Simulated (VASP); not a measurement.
Here is a VASP 6.6.1 calculation.

The input INCAR:

```
SYSTEM = Al3BN2
PREC = Accurate
ENCUT = 520
EDIFF = 1E-7
ISMEAR = 0
SIGMA = 0.1
LREAL = .False.
LASPH = .True.
NELM = 150
ALGO = Normal
ISIF = 2
LWAVE = .False.
LCHARG = .False.
ISPIN = 2
MAGMOM = 0 0 0 0 1 1
LORBIT = 11
GGA = PE
NBANDS = 24
```

Contents of KPOINTS:

```
Automatic mesh
0
Gamma
  4 4 4
  0 0 0
```

File POSCAR:

```
Al3BN2
1.0
   -2.7063638968      2.7063638968      3.1839288758
    2.7063638968     -2.7063638968      3.1839288758
    2.7063638968      2.7063638968     -3.1839288758
Al B N
3 1 2
Direct
    0.5000000000      0.0000000000      0.5000000000
    0.0000000000      0.5000000000      0.5000000000
    0.0000000000      0.0000000000      0.0000000000
    0.5000000000      0.5000000000      0.0000000000
    0.2902465144      0.2902465144      0.0000000000
    0.7097534856      0.7097534856      0.0000000000
```

Potentials or basis: VASP PAW PBE potentials, release 64 (Al, B, N).

Command:

```console
$ cat potpaw_PBE.64/Al/POTCAR potpaw_PBE.64/B/POTCAR potpaw_PBE.64/N/POTCAR > POTCAR
$ mpirun -np 1 vasp_std > vasp.out
```

Question: What does it give for the pressure?

Answer: 0.0 GPa.

Question: What does it give for the net moment?

Answer: 0.00 μB per cell.

Question: Estimate the largest force.

Answer: 0.139 eV/Å.

Question: What does it give for the band gap on the k mesh?

Answer: Zero (filled and empty bands overlap).

Forces on the atoms (eV/Å):
```
Al   0.000  0.000  0.000
Al   0.000  0.000  0.000
Al   0.000  0.000  0.000
B    0.000  0.000  0.000
N    0.000  0.000 -0.139
N    0.000  0.000  0.139
```

Caveat: the k points lie up to 0.38 Å⁻¹ apart, too coarse for converged energies and pressures of a metal.
